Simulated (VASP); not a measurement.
Hf, 8 atoms in the cell. The structure is cubic, space group Pm-3n (No. 223). The conventional cell has a = 5.554 Å, b = 5.554 Å, c = 5.554 Å, α = 90.00°, β = 90.00°, γ = 90.00°. Within 4.1 Å of Hf (site symmetry m-3) lie 12 Hf at 3.10 Å. Hf (site symmetry -4m2) has 14 Hf at 2.78 to 3.40 Å within 3.7 Å. 

| Item | Value |
| --- | --- |
| Program | VASP 6.6.1 |
| Task | single point |
| Functional | PBEsol |
| Potentials or basis | VASP PAW PBE potentials, release 64 (Hf_pv) |
| Cutoff | 520 eV |
| k mesh | 8 × 8 × 8 |
| Occupations | gaussian, width 0.1 eV |
| Spin | no spin polarisation |
| Dipole correction | no |
| Further INCAR settings | ALGO = Fast; EDIFF = 1e-06; NBANDS = 50 |

Potentials or basis: VASP PAW PBE potentials, release 64 (Hf_pv).

Launch:

```bash
$ cat potpaw_PBE.64/Hf_pv/POTCAR > POTCAR
$ mpirun -np 1 vasp_std > vasp.out
```

Hardware: 1 thread of Intel(R) Xeon(R) 6975P-C (Granite Rapids), with other jobs on the host.

How long does it take, and how much memory?

Wall time 2.4 min on 1 thread of Intel(R) Xeon(R) 6975P-C (Granite Rapids) (shared host), peak memory 0.37 GiB. Counts: scf iterations 15, k points 35.
